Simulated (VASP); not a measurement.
Write the native input for VASP 6.6.1 that does the following.

```yaml
Task: single point
Functional: LDA
Potentials_or_basis: VASP PAW LDA potentials, release 64 (Zn)
Cutoff: 520 eV
k_mesh: 15 × 15 × 8
Occupations: fermi-dirac, width 0.15 eV
Spin: no spin polarisation
Dipole_correction: no
Further_INCAR_settings: ALGO = Fast; EDIFF = 1e-06; NBANDS = 19
```

The structure of Zn lies in POSCAR:

```
Zn
1.0
    2.5491703528      0.0000000000      0.0000000000
   -1.2745851764      2.2076462841      0.0000000000
    0.0000000000      0.0000000000      4.8662009079
Zn
2
Direct
    0.3333333333      0.6666666667      0.2500000000
    0.6666666667      0.3333333333      0.7500000000
```

The input as run:

INCAR

```
SYSTEM = Zn
ALGO     = Fast           ! electronic algorithm
EDIFF    = 1E-6           ! SCF threshold, eV
ENCUT    = 520            ! plane-wave cutoff, eV
ISIF     = 2              ! what is computed and relaxed
ISMEAR   = -1             ! smearing method
LASPH    = .TRUE.         ! aspherical terms in the spheres
LCHARG   = .TRUE.         ! write CHGCAR
LELF     = .TRUE.         ! ELF
LREAL    = .FALSE.        ! projectors in reciprocal space
LVHAR    = .TRUE.       
LWAVE    = .FALSE.        ! write WAVECAR
NBANDS   = 19             ! bands
NELM     = 60             ! most SCF steps
PREC     = Accurate       ! precision mode
SIGMA    = 0.15           ! smearing width, eV
```

KPOINTS

```
k-points
0
G
  15 15 8
  0 0 0
```

Potentials or basis: VASP PAW LDA potentials, release 64 (Zn).

The run is started by

```bash
$ cat potpaw_LDA.64/Zn/POTCAR > POTCAR
$ mpirun -np 1 vasp_std > vasp.out
```

Results of the run:

```yaml
Pressure: 1.1 GPa
Band_gap_on_the_k_mesh: zero (band 12 reaches 5.39 eV, above the bottom of band 13 at 0.34 eV)
```

It took 23 s on 1 thread of Intel(R) Xeon(R) 6975P-C (Granite Rapids), on a shared host, peak memory 0.16 GiB.
